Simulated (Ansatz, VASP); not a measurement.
**One calculation of Mg8H, two programs**

```
Mg H
1.0
    -3.24646    3.24646    4.46608
     3.24646   -3.24646    4.46608
     3.24646    3.24646   -4.46608
Mg H
8 1
Cartesian
  -0.0169 0.0000 -0.0150
  1.6232 1.6173 -2.2427
  1.6232 -1.6401 2.2481
  3.2633 0.0000 -0.0150
  -1.6232 1.6291 2.2233
  -0.0059 3.2465 0.0097
  0.0059 0.0000 4.4758
  1.6232 1.6401 2.2481
  1.6232 0.0000 1.1165
```

Alike in both runs: functional PBE; k mesh 6 × 6 × 6; occupations gaussian, width 0.1 eV; no spin polarisation.

Ansatz relaxed the structure, and its values are those at the end. VASP's run is a single point on that final structure, the one shown.

```csv
,VASP,Ansatz
version,VASP 6.6.1,Ansatz 0.2.0
potentials or method,"VASP PAW PBE potentials, release 64 (Mg, H), cutoff 520 eV","scalar-relativistic, plane waves, PAW"
valence electrons in the cell,17,81
```

```csv
,VASP,Ansatz,Ansatz less VASP
gap on the k mesh at the Fermi level (eV),none,none,-
pressure (GPa),-0.2,0.0,+0.14
```

A gap of «none» marks a metal or a gap that the smearing closes. VASP's potentials hold 17 valence electrons a cell and Ansatz's 81, so a difference there can come from the potentials and not from the codes.
